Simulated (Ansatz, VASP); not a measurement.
# One calculation of CuI, two programs

The input INCAR:

```
SYSTEM = CuI
ALGO = Normal ; EDIFF = 1E-6
ENCUT = 520 ; GGA = PE
ISIF = 2 ; ISMEAR = 0
LASPH = .TRUE. ; LCHARG = .FALSE.
LREAL = .FALSE. ; LWAVE = .FALSE.
NBANDS = 16 ; NELM = 100
PREC = Accurate ; SIGMA = 0.01
```

Contents of KPOINTS:

```
k-points
0
G
  6 6 6
  0 0 0
```

POSCAR

```
CuI
1.0
    0.0000000000      3.0087458542      3.0087458542
    3.0087458542      0.0000000000      3.0087458542
    3.0087458542      3.0087458542      0.0000000000
Cu I
1 1
Direct
    0.2500000000      0.2500000000      0.2500000000
    0.0000000000      0.0000000000      0.0000000000
```

Input for Ansatz:

```yaml
crystal:
  lattice:
    - [0.0, 3.0087458542, 3.0087458542]
    - [3.0087458542, 0.0, 3.0087458542]
    - [3.0087458542, 3.0087458542, 0.0]
  atoms:
    - { symbol: Cu, position: [0.25, 0.25, 0.25] }
    - { symbol: I, position: [0.0, 0.0, 0.0] }
kpoints:
  mp_grid: { grid: [6, 6, 6] }
hamiltonian:
  xc: pbe
scf:
  occupations: { method: fixed }
  n_extra_bands: 4
output:
  forces: true
  stress: true
  eigenvalues: true
```

Alike in both runs: task single point; functional PBE; k mesh 6 × 6 × 6; no spin polarisation.

```csv
,VASP,Ansatz
version,VASP 6.6.1,Ansatz 0.2.0
potentials or method,"VASP PAW PBE potentials, release 64 (Cu, I)","plane waves, PAW"
plane-wave cutoff (eV),520,420
occupations,"gaussian, width 0.01 eV",fixed
valence electrons in the cell,18,36
```

|  | VASP | Ansatz | Ansatz less VASP |
| --- | --- | --- | --- |
| gap on the k mesh at the Fermi level (eV) | 1.20 | 1.18 | -0.023 |
| pressure (GPa) | 1.3 | 1.3 | +0.02 |

VASP's potentials hold 18 valence electrons a cell and Ansatz's 36, so a difference there can come from the potentials and not from the codes.

Spin-orbit coupling is off throughout.
